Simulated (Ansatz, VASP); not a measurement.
## Na in VASP and in Ansatz

```
Na
1.0
     6.34242    3.66180    1.65934
    -6.34242    3.66180    1.65934
     0.00000   -7.32359    1.65934
Na
6
Direct
  0.58450 0.35100 0.24650
  0.24650 0.58450 0.35100
  0.35100 0.24650 0.58450
  0.41550 0.64900 0.75350
  0.75350 0.41550 0.64900
  0.64900 0.75350 0.41550
```

Alike in both runs: task relaxation of cell and atoms; functional PBE; k mesh 6 × 6 × 6; occupations gaussian, width 0.1 eV; no spin polarisation.

```csv
,VASP,Ansatz
version,VASP 6.6.1,Ansatz 0.2.0
potentials or method,"VASP PAW PBE potentials, release 64 (Na_pv), cutoff 600 eV","scalar-relativistic, plane waves, PAW"
valence electrons in the cell,42,54
```

Ansatz gave:

```
gap on the k mesh at the Fermi level, each at its own relaxed structure (eV) : none
relaxed volume (Å³/atom)                                                     : 37.05
relaxed cell length with the largest relative difference (Å)                 : 6.807
```

Q: Estimate VASP's values.

A: gap on the k mesh at the Fermi level, each at its own relaxed structure (eV): none; relaxed volume (Å³/atom): 39.60; relaxed cell length with the largest relative difference (Å): 8.624.

A gap of «none» marks a metal or a gap that the smearing closes. One of these differences is far larger than is usual between the two programs; its cause wasn't traced. VASP's potentials hold 42 valence electrons a cell and Ansatz's 54, so a difference there can come from the potentials and not from the codes.
